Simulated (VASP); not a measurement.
# NbAl4N3 (Im-3m) in VASP: a series of runs

NbAl4N3 is run at these levels: PBE; tasks: single point, relaxation of cell and atoms.

Program: VASP 6.6.1. These are calculated values, not measurements. Logs are shortened: lines on timing, memory, paths and dates and some standing lists are left out, and cuts for length are marked.

**1. The cell of the first run**

It takes space group Im-3m (No. 229, cubic). Conventional cell: a = 5.790 Å, b = 5.790 Å, c = 5.790 Å, α = 90.00°, β = 90.00°, γ = 90.00°. Within 3.3 Å of Al (site symmetry -3m) lie 2 Nb at 2.51 Å and 6 N at 2.51 Å and 6 Al at 2.89 Å. Within 3.3 Å of Nb (site symmetry m-3m) lie 8 Al at 2.51 Å and 6 N at 2.89 Å. N (site symmetry 4/mmm) has 8 Al at 2.51 Å and 2 Nb at 2.89 Å and 4 N at 2.89 Å within 3.3 Å.

**2. Single point, PBE, collinear spin, zero start**

Input file INCAR:

```
SYSTEM = NbAl4N3
PREC = Accurate
ENCUT = 520
EDIFF = 1E-7
ISMEAR = 0
SIGMA = 0.1
LREAL = .False.
LASPH = .True.
NELM = 150
ALGO = Normal
ISIF = 2
LWAVE = .False.
LCHARG = .False.
ISPIN = 2
MAGMOM = 0 0 0 0 0 0 0 0
LORBIT = 11
LMAXMIX = 4
GGA = PE
NBANDS = 34
```

Input file KPOINTS:

```
regular mesh
0
Gamma
  4 4 4
  0 0 0
```

Input file POSCAR:

```
NbAl4N3
1.0
   -2.8949159829      2.8949159829      2.8949159829
    2.8949159829     -2.8949159829      2.8949159829
    2.8949159829      2.8949159829     -2.8949159829
Al Nb N
4 1 3
Direct
    0.5000000000      0.5000000000      0.5000000000
    0.0000000000      0.0000000000      0.5000000000
    0.0000000000      0.5000000000      0.0000000000
    0.5000000000      0.0000000000      0.0000000000
    0.0000000000      0.0000000000      0.0000000000
    0.0000000000      0.5000000000      0.5000000000
    0.5000000000      0.0000000000      0.5000000000
    0.5000000000      0.5000000000      0.0000000000
```

Potentials or basis: VASP PAW PBE potentials, release 64 (Al, Nb_sv, N).

Run with:

```
$ cat potpaw_PBE.64/Al/POTCAR potpaw_PBE.64/Nb_sv/POTCAR potpaw_PBE.64/N/POTCAR > POTCAR
$ mpirun -np 1 vasp_std > vasp.out
```

OUTCAR:

```text
SYSTEM = NbAl4N3
   PREC = Accurate
   ENCUT = 520
   EDIFF = 1E-7
   ISMEAR = 0
   LREAL = .False.
   LASPH = .True.
   NELM = 150
   ISIF = 2
   ISPIN = 2
   LORBIT = 11
   GGA = PE

 ion  position               nearest neighbor table
   1  0.500  0.500  0.500-   5 2.51   6 2.51   7 2.51   8 2.51   8 2.51   7 2.51   6 2.51   5 2.51
                             4 2.89   4 2.89   2 2.89   3 2.89   2 2.89   3 2.89
   2  0.000  0.000  0.500-   5 2.51   6 2.51   7 2.51   8 2.51   5 2.51   6 2.51   7 2.51   8 2.51
                             4 2.89   3 2.89   1 2.89   4 2.89   1 2.89   3 2.89
   3  0.000  0.500  0.000-   5 2.51   6 2.51   7 2.51   8 2.51   6 2.51   5 2.51   8 2.51   7 2.51
                             4 2.89   2 2.89   1 2.89   1 2.89   4 2.89   2 2.89
   4  0.500  0.000  0.000-   5 2.51   6 2.51   7 2.51   8 2.51   7 2.51   8 2.51   5 2.51   6 2.51
                             3 2.89   1 2.89   1 2.89   2 2.89   3 2.89   2 2.89
   5  0.000  0.000  0.000-   1 2.51   2 2.51   3 2.51   4 2.51   2 2.51   3 2.51   4 2.51   1 2.51

   6  0.000  0.500  0.500-   1 2.51   2 2.51   3 2.51   4 2.51   3 2.51   2 2.51   1 2.51   4 2.51

   7  0.500  0.000  0.500-   1 2.51   2 2.51   3 2.51   4 2.51   4 2.51   1 2.51   2 2.51   3 2.51

   8  0.500  0.500  0.000-   1 2.51   2 2.51   3 2.51   4 2.51   1 2.51   4 2.51   3 2.51   2 2.51

  LATTYP: Found a body centered cubic cell.
 ALAT       =     5.7898319658

  Lattice vectors:

 A1 = (  -2.8949159829,   2.8949159829,   2.8949159829)
 A2 = (   2.8949159829,  -2.8949159829,   2.8949159829)
 A3 = (   2.8949159829,   2.8949159829,  -2.8949159829)

Analysis of symmetry for initial positions (statically):
=====================================================================
 Subroutine PRICEL returns:
 Original cell was already a primitive cell.

 Routine SETGRP: Setting up the symmetry group for a
 body centered cubic supercell.

 Subroutine GETGRP returns: Found 48 space group operations
 (whereof 48 operations were pure point group operations)
 out of a pool of 48 trial point group operations.

The static configuration has the point symmetry O_h .

Analysis of symmetry for dynamics (positions and initial velocities):
=====================================================================
 Subroutine PRICEL returns:
 Original cell was already a primitive cell.

 Routine SETGRP: Setting up the symmetry group for a
 body centered cubic supercell.

 Subroutine GETGRP returns: Found 48 space group operations
 (whereof 48 operations were pure point group operations)
 out of a pool of 48 trial point group operations.

The dynamic configuration has the point symmetry O_h .

Analysis of structural, dynamic, and magnetic symmetry:
=====================================================================
 Subroutine PRICEL returns:
 Original cell was already a primitive cell.

 Routine SETGRP: Setting up the symmetry group for a
 body centered cubic supercell.

 Subroutine GETGRP returns: Found 48 space group operations
 (whereof 48 operations were pure point group operations)
 out of a pool of 48 trial point group operations.

The overall configuration has the point symmetry O_h .

 Subroutine INISYM returns: Found 48 space group operations
 (whereof 48 operations are pure point group operations),
 and found     1 'primitive' translations

----------------------------------------------------------------------------------------

                                     Primitive cell

  volume of cell :      97.0438

  direct lattice vectors                    reciprocal lattice vectors
    -2.894915983  2.894915983  2.894915983     0.000000000  0.172716584  0.172716584
     2.894915983 -2.894915983  2.894915983     0.172716584  0.000000000  0.172716584
     2.894915983  2.894915983 -2.894915983     0.172716584  0.172716584  0.000000000

  length of vectors
     5.014141566  5.014141566  5.014141566     0.244258136  0.244258136  0.244258136

  position of ions in fractional coordinates (direct lattice)
     0.500000000  0.500000000  0.500000000
     0.000000000  0.000000000  0.500000000
     0.000000000  0.500000000  0.000000000
     0.500000000  0.000000000  0.000000000
     0.000000000  0.000000000  0.000000000
     0.000000000  0.500000000  0.500000000
     0.500000000  0.000000000  0.500000000
     0.500000000  0.500000000  0.000000000

  ion indices of the primitive-cell ions
   primitive index   ion index
[... 54 lines left out ...]
   PREC   = accura    normal or accurate (medium, high low for compatibility)
   ISTART =      0    job   : 0-new  1-cont  2-samecut
   ICHARG =      2    charge: 1-file 2-atom 10-const
   ISPIN  =      2    spin polarized calculation?
   LNONCOLLINEAR =      F non collinear calculations
   LSORBIT =      F    spin-orbit coupling
   LASPH  =      T    aspherical Exc in radial PAW
   ENCUT  =  520.0 eV  38.22 Ry    6.18 a.u.   9.32  9.32  9.32*2*pi/ulx,y,z
   NELM   =    150;   NELMIN=  2; NELMDL= -5     # of ELM steps
   EDIFF  = 0.1E-06   stopping-criterion for ELM
   LREAL  =      F    real-space projection
   EDIFFG = 0.1E-05   stopping-criterion for IOM
   NSW    =      0    number of steps for IOM
   IBRION =     -1    ionic relax: 0-MD 1-quasi-New 2-CG
   NFREE  =      0    steps in history (QN), initial steepest desc. (CG)
   ISIF   =      2    stress and relaxation
   ISYM   =      2    0-nonsym 1-usesym 2-fastsym
   POTIM  = 0.5000    time-step for ionic-motion
   TEBEG  =    0.0;   TEEND  =   0.0 temperature during run
   PSTRESS=    0.0 pullay stress
   NELECT =      40.0000    total number of electrons
   NUPDOWN=      -1.0000    fix difference up-down
   EMIN   =  10.00;   EMAX   =-10.00  energy-range for DOS
   EFERMI =   0.00;   METHOD = LEGACY
   ISMEAR =     0;   SIGMA  =   0.10  broadening in eV -4-tet -1-fermi 0-gaus
   EFERMI_NEDOS =   21; number of points for ismear=-14 and -15
   IALGO  =     38    algorithm
   IMIX   =      4    mixing-type and parameters
     AMIX     =   0.40;   BMIX     =  1.00
     AMIX_MAG =   1.60;   BMIX_MAG =  1.00
  volume/ion in A,a.u.               =      12.13        81.86
  Fermi-wavevector in a.u.,A,eV,Ry     =   1.218350  2.302348 20.196184  1.484378
  Thomas-Fermi vector in A             =   2.353640
   LORBIT       =     11    0 simple, 1 ext, 2 COOP (PROOUT), +10 PAW based schemes
   GGA     = PE    functional components
   LHFCALC =     F    Hartree Fock is set to
   AEXX    =    0.0000 exact exchange contribution
   IVDW    =     0    specifies the selected vdW correction
   LEPSILON=     F    determine dielectric tensor
   LRPA    =     F    only Hartree local field effects (RPA)
 spin polarized calculation
 Gauss-broadening in eV      SIGMA  =   0.10
  energy-cutoff  :      520.00
  volume of cell :       97.04
 maximum number of plane-waves:      2625
 NGX is ok and might be reduce to    40
   NGX = 19   NGY = 19   NGZ = 19

 number of electron      39.9999996 magnetization      -0.0000026

 number of electron      39.9999996 magnetization       0.0000007

 Free energy of the ion-electron system (eV)
  ---------------------------------------------------
  ext. energy  EPLUGINS =         0.00000000
  ---------------------------------------------------
  free energy    TOTEN  =       -43.51781997 eV

  energy without entropy =      -43.51396312  energy(sigma->0) =      -43.51589155

 E-fermi :   8.6839     XC(G=0): -11.3772

 val. band max:        8.5617159150   @ k =   0.5000   0.0000   0.0000
 cond. band min:       8.7992443464   @ k =   0.0000   0.0000   0.0000
 fundamental gap:      0.2375284313
 Fermi energy:         8.6839174756

 spin component 1

 k-point     1 :       0.0000    0.0000    0.0000
  band No.  band energies     occupation
      1     -45.3193      1.00000
      2     -21.6248      1.00000
      3     -21.6248      1.00000
      4     -21.6248      1.00000
      5      -6.5771      1.00000
      6      -4.3209      1.00000
[... 269 lines left out ...]
     31      13.5338      0.00000
     32      16.9989      0.00000
 Fermi energy:         8.6839174756

 spin component 2

 k-point     1 :       0.0000    0.0000    0.0000
  band No.  band energies     occupation
      1     -45.3193      1.00000
      2     -21.6248      1.00000
      3     -21.6248      1.00000
      4     -21.6248      1.00000
      5      -6.5771      1.00000
      6      -4.3209      1.00000
[... 269 lines left out ...]
     31      13.5338      0.00000
     32      16.9989      0.00000
 [bands above 32 left out]

------------------------ aborting loop because EDIFF is reached ----------------------------------------

  FORCE on cell =-STRESS in cart. coord.  units (eV):
  Direction    XX          YY          ZZ          XY          YZ          ZX
  --------------------------------------------------------------------------------------
  -------------------------------------------------------------------------------------
  Total       -0.0892501     -0.0892501     -0.0892501      0.0000000      0.0000000     -0.0000000
  in kB       -1.4735043     -1.4735043     -1.4735043      0.0000000      0.0000000     -0.0000000
  external PRESSURE =      -1.4735043 kB  Pullay stress =       0.0000000 kB

 VOLUME and BASIS-vectors are now :
 -----------------------------------------------------------------------------
  energy-cutoff  :      520.00
  volume of cell :       97.04
      direct lattice vectors                 reciprocal lattice vectors
    -2.894915983  2.894915983  2.894915983     0.000000000  0.172716584  0.172716584
     2.894915983 -2.894915983  2.894915983     0.172716584  0.000000000  0.172716584
     2.894915983  2.894915983 -2.894915983     0.172716584  0.172716584  0.000000000

 POSITION                                       TOTAL-FORCE (eV/Angst)
 -----------------------------------------------------------------------------------
      1.44746      1.44746      1.44746         0.000000     -0.000000     -0.000000
      1.44746      1.44746     -1.44746        -0.000000      0.000000      0.000000
      1.44746     -1.44746      1.44746         0.000000      0.000000      0.000000
     -1.44746      1.44746      1.44746        -0.000000      0.000000      0.000000
      0.00000      0.00000      0.00000         0.000000      0.000000      0.000000
      2.89492      0.00000      0.00000         0.000000     -0.000000     -0.000000
      0.00000      2.89492      0.00000        -0.000000     -0.000000     -0.000000
      0.00000      0.00000      2.89492        -0.000000     -0.000000     -0.000000
 -----------------------------------------------------------------------------------
    total drift:                               -0.000000     -0.000000      0.000000

  FREE ENERGIE OF THE ION-ELECTRON SYSTEM (eV)
  ---------------------------------------------------
  free  energy   TOTEN  =       -43.5178199745 eV

  energy  without entropy=      -43.5139631225  energy(sigma->0) =      -43.51589155

 total charge

# of ion       s       p       d       tot
------------------------------------------
    1        0.412   0.330   0.000   0.742
    2        0.412   0.330   0.000   0.742
    3        0.412   0.330   0.000   0.742
    4        0.412   0.330   0.000   0.742
    5        2.249   5.969   2.999  11.217
    6        1.318   2.158   0.000   3.476
    7        1.318   2.158   0.000   3.476
    8        1.318   2.158   0.000   3.476
--------------------------------------------------
tot          7.853  13.761   2.999  24.613

 magnetization (x)

# of ion       s       p       d       tot
------------------------------------------
    1       -0.000  -0.000   0.000  -0.000
    2       -0.000  -0.000   0.000  -0.000
    3       -0.000  -0.000   0.000  -0.000
    4       -0.000  -0.000   0.000  -0.000
    5        0.000  -0.000   0.000   0.000
    6        0.000  -0.000   0.000  -0.000
    7        0.000  -0.000   0.000  -0.000
    8        0.000  -0.000   0.000  -0.000
--------------------------------------------------
tot          0.000  -0.000   0.000  -0.000
```

Run time: 57 s. Hardware: 1 thread of Intel Xeon Platinum 8488C (Sapphire Rapids), shared host; peak memory 0.28 GiB.

What came out:

```yaml
Free_energy: -43.5178 eV
Pressure: -0.1 GPa
Band_gap_on_the_k_mesh: zero (filled and empty bands overlap)
Net_moment: 0.00 μB per cell
Valence_electrons_inside_the_program's_atomic_spheres: Al 0.74; Nb 11.22; N 3.48
```

Levels at points of the mesh, in eV from the Fermi level:
Spin up:
```
           k point  band 18  band 19  band 20  band 21  band 22  band 23
(0.00, 0.00, 0.00)    -0.66    -0.66    -0.66     0.12     0.12     3.84
(0.50, 0.00, 0.00)    -0.81    -0.36    -0.12     0.34     0.77     0.95
(0.50, 0.50, 0.50)    -0.48    -0.48    -0.48    -0.13    -0.13     2.84
```
Spin down:
| k point | band 18 | band 19 | band 20 | band 21 | band 22 | band 23 |
| --- | --- | --- | --- | --- | --- | --- |
| (0.00, 0.00, 0.00) | -0.66 | -0.66 | -0.66 | 0.12 | 0.12 | 3.84 |
| (0.50, 0.00, 0.00) | -0.81 | -0.36 | -0.12 | 0.34 | 0.77 | 0.95 |
| (0.50, 0.50, 0.50) | -0.48 | -0.48 | -0.48 | -0.13 | -0.13 | 2.84 |

Caveat: the k points lie up to 0.38 Å⁻¹ apart.

**3. Single point, PBE**

Input file INCAR:

```
SYSTEM = NbAl4N3
ALGO = Normal
EDIFF = 1E-6
ENCUT = 520
GGA = PE
ISIF = 2
ISMEAR = 0
LASPH = .TRUE.
LCHARG = .TRUE.
LELF = .TRUE.
LREAL = .FALSE.
LVHAR = .TRUE.
LWAVE = .FALSE.
NBANDS = 30
NELM = 100
PREC = Accurate
SIGMA = 0.1
```

Input file KPOINTS:

```
k-points
0
G
  10 10 10
  0 0 0
```

POSCAR is that of step 2.

Potentials or basis: VASP PAW PBE potentials, release 64 (Al, Nb_sv, N).

Run with:

```
$ cat potpaw_PBE.64/Al/POTCAR potpaw_PBE.64/Nb_sv/POTCAR potpaw_PBE.64/N/POTCAR > POTCAR
$ mpirun -np 1 vasp_std > vasp.out
```

OUTCAR:

```text
SYSTEM = NbAl4N3
   EDIFF = 1E-6
   ENCUT = 520
   GGA = PE
   ISIF = 2
   ISMEAR = 0
   LASPH = .TRUE.
   LREAL = .FALSE.
   NELM = 100
   PREC = Accurate

 ion  position               nearest neighbor table
   1  0.500  0.500  0.500-   5 2.51   6 2.51   7 2.51   8 2.51   8 2.51   7 2.51   6 2.51   5 2.51
                             4 2.89   4 2.89   2 2.89   3 2.89   2 2.89   3 2.89
   2  0.000  0.000  0.500-   5 2.51   6 2.51   7 2.51   8 2.51   5 2.51   6 2.51   7 2.51   8 2.51
                             4 2.89   3 2.89   1 2.89   4 2.89   1 2.89   3 2.89
   3  0.000  0.500  0.000-   5 2.51   6 2.51   7 2.51   8 2.51   6 2.51   5 2.51   8 2.51   7 2.51
                             4 2.89   2 2.89   1 2.89   1 2.89   4 2.89   2 2.89
   4  0.500  0.000  0.000-   5 2.51   6 2.51   7 2.51   8 2.51   7 2.51   8 2.51   5 2.51   6 2.51
                             3 2.89   1 2.89   1 2.89   2 2.89   3 2.89   2 2.89
   5  0.000  0.000  0.000-   1 2.51   2 2.51   3 2.51   4 2.51   2 2.51   3 2.51   4 2.51   1 2.51

   6  0.000  0.500  0.500-   1 2.51   2 2.51   3 2.51   4 2.51   3 2.51   2 2.51   1 2.51   4 2.51

   7  0.500  0.000  0.500-   1 2.51   2 2.51   3 2.51   4 2.51   4 2.51   1 2.51   2 2.51   3 2.51

   8  0.500  0.500  0.000-   1 2.51   2 2.51   3 2.51   4 2.51   1 2.51   4 2.51   3 2.51   2 2.51

  LATTYP: Found a body centered cubic cell.
 ALAT       =     5.7898319658

[... 199 lines left out ...]

 k-point     1 :       0.0000    0.0000    0.0000
  band No.  band energies     occupation
      1     -45.3350      2.00000
      2     -21.6405      2.00000
      3     -21.6405      2.00000
      4     -21.6405      2.00000
      5      -6.5780      2.00000
      6      -4.3230      2.00000
[... 781 lines left out ...]
     29      14.5655      0.00000
     30      15.1220      0.00000

 [... further k-points ...]
[... 5 lines left out ...]
  --------------------------------------------------------------------------------------
  -------------------------------------------------------------------------------------
  Total       -0.0592261     -0.0592261     -0.0592261      0.0000000      0.0000000     -0.0000000
  in kB       -0.9778133     -0.9778133     -0.9778133      0.0000000      0.0000000     -0.0000000
  external PRESSURE =      -0.9778133 kB  Pullay stress =       0.0000000 kB

 VOLUME and BASIS-vectors are now :
 -----------------------------------------------------------------------------
  energy-cutoff  :      520.00
  volume of cell :       97.04
      direct lattice vectors                 reciprocal lattice vectors
    -2.894915983  2.894915983  2.894915983     0.000000000  0.172716584  0.172716584
     2.894915983 -2.894915983  2.894915983     0.172716584  0.000000000  0.172716584
     2.894915983  2.894915983 -2.894915983     0.172716584  0.172716584  0.000000000

 POSITION                                       TOTAL-FORCE (eV/Angst)
 -----------------------------------------------------------------------------------
      1.44746      1.44746      1.44746        -0.000000      0.000000     -0.000000
      1.44746      1.44746     -1.44746        -0.000000      0.000000     -0.000000
      1.44746     -1.44746      1.44746        -0.000000      0.000000     -0.000000
     -1.44746      1.44746      1.44746        -0.000000      0.000000      0.000000
      0.00000      0.00000      0.00000        -0.000000      0.000000     -0.000000
      2.89492      0.00000      0.00000        -0.000000      0.000000     -0.000000
      0.00000      2.89492      0.00000         0.000000     -0.000000      0.000000
      0.00000      0.00000      2.89492         0.000000     -0.000000      0.000000
 -----------------------------------------------------------------------------------
    total drift:                               -0.000000     -0.000000      0.000000

  FREE ENERGIE OF THE ION-ELECTRON SYSTEM (eV)
  ---------------------------------------------------
  free  energy   TOTEN  =       -43.5979134133 eV

  energy  without entropy=      -43.5909913609  energy(sigma->0) =      -43.59445239
```

OSZICAR:

```text
N       E                     dE             d eps       ncg     rms          rms(c)
DAV:   1     0.230351695439E+03    0.23035E+03   -0.19001E+04  2820   0.124E+03
DAV:   2    -0.243286727276E+02   -0.25468E+03   -0.24379E+03  3704   0.334E+02
DAV:   3    -0.447656694866E+02   -0.20437E+02   -0.19822E+02  4262   0.785E+01
DAV:   4    -0.457947290288E+02   -0.10291E+01   -0.10238E+01  4356   0.182E+01
DAV:   5    -0.458310881504E+02   -0.36359E-01   -0.36328E-01  4056   0.286E+00    0.129E+01
DAV:   6    -0.449804667252E+02    0.85062E+00   -0.21368E+01  3788   0.209E+01    0.984E+00
DAV:   7    -0.437287579107E+02    0.12517E+01   -0.13617E+01  4468   0.145E+01    0.513E+00
DAV:   8    -0.436161668929E+02    0.11259E+00   -0.52378E-01  3844   0.477E+00    0.221E+00
DAV:   9    -0.436005539187E+02    0.15613E-01   -0.18452E-01  5122   0.265E+00    0.898E-01
DAV:  10    -0.435991211307E+02    0.14328E-02   -0.52595E-02  4298   0.137E+00    0.250E-01
DAV:  11    -0.435979648422E+02    0.11563E-02   -0.44453E-03  4124   0.471E-01    0.820E-02
DAV:  12    -0.435979088837E+02    0.55959E-04   -0.79053E-04  4322   0.155E-01    0.166E-02
DAV:  13    -0.435979137028E+02   -0.48191E-05   -0.49701E-05  4038   0.378E-02    0.821E-03
DAV:  14    -0.435979134133E+02    0.28944E-06   -0.17151E-06  3052   0.793E-03
   1 F= -.43597913E+02 E0= -.43594452E+02  d E =-.692205E-02
```

It took 1.7 min on 1 thread of Intel Xeon Platinum 8488C (Sapphire Rapids), shared host; peak memory 0.3 GiB.

Results:

* Free energy: -43.5979 eV
* Pressure: -0.1 GPa
* Band gap on the k mesh: zero (band 20 reaches 8.86 eV, above the bottom of band 21 at 8.55 eV)

(Continued in part 2 of 2.)
